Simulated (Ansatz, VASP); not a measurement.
**Ta2TiSi3 in VASP and in Ansatz**

```xyz
6
Lattice="4.5900 0.0000 0.0000 0.0000 4.5900 0.0000 0.0000 0.0000 6.7857" Properties=species:S:1:pos:R:3 pbc="T T T"
Ti    2.2950    2.2950    3.3929
Ta    0.0000    2.2950    3.3929
Ta    2.2950    0.0000    3.3929
Si    2.2950    2.2950    1.0939
Si    2.2950    2.2950    5.6919
Si    0.0000    0.0000    0.0000
```

Alike in both runs: functional PBE; k mesh 4 × 4 × 4; occupations gaussian, width 0.1 eV; no spin polarisation.

Ansatz relaxed the structure, and its values are those at the end. VASP's run is a single point on that final structure, the one shown.

|  | VASP | Ansatz |
| --- | --- | --- |
| version | VASP 6.6.1 | Ansatz 0.2.0 |
| potentials or method | VASP PAW PBE potentials, release 64 (Ti_sv, Ta_pv, Si), cutoff 520 eV | scalar-relativistic, plane waves, PAW |
| valence electrons in the cell | 46 | 50 |

```csv
,VASP,Ansatz,Ansatz less VASP
gap on the k mesh at the Fermi level (eV),none,none,-
pressure (GPa),0.1,0.1,+0.02
```

A gap of «none» marks a metal or a gap that the smearing closes. With one functional, cell and mesh, what is left measures potentials, basis and numerics. VASP's potentials hold 46 valence electrons a cell and Ansatz's 50, so a difference there can come from the potentials and not from the codes.

Neither program's run includes spin-orbit coupling.
